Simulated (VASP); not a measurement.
Here is a VASP 6.6.1 calculation.

File INCAR:

```
SYSTEM = NaI
ALGO = Normal
EDIFF = 1E-6
ENCUT = 520
GGA = PE
ISIF = 2
ISMEAR = -1
LASPH = .True.
LCHARG = .True.
LELF = .True.
LREAL = .False.
LVHAR = .True.
LWAVE = .False.
NBANDS = 14
NELM = 100
PREC = Accurate
SIGMA = 0.01
```

The input KPOINTS:

```
k-points
0
Gamma
  7 7 7
  0 0 0
```

Contents of POSCAR:

```
NaI
1.0
    0.0000000000      3.1708944983      3.1708944983
    3.1708944983      0.0000000000      3.1708944983
    3.1708944983      3.1708944983      0.0000000000
Na I
1 1
Direct
    0.0000000000      0.0000000000      0.0000000000
    0.5000000000      0.5000000000      0.5000000000
```

Potentials or basis: VASP PAW PBE potentials, release 64 (Na_pv, I).

The run is started by

```sh
$ cat potpaw_PBE.64/Na_pv/POTCAR potpaw_PBE.64/I/POTCAR > POTCAR
$ mpirun -np 1 vasp_std > vasp.out
```

(1) Estimate the pressure.

(2) Estimate the band gap on the k mesh.

Results:

(1) 1.7 GPa.

(2) 3.81 eV.

Caveat: spin-orbit coupling is left out, which moves the levels of the heavy elements.
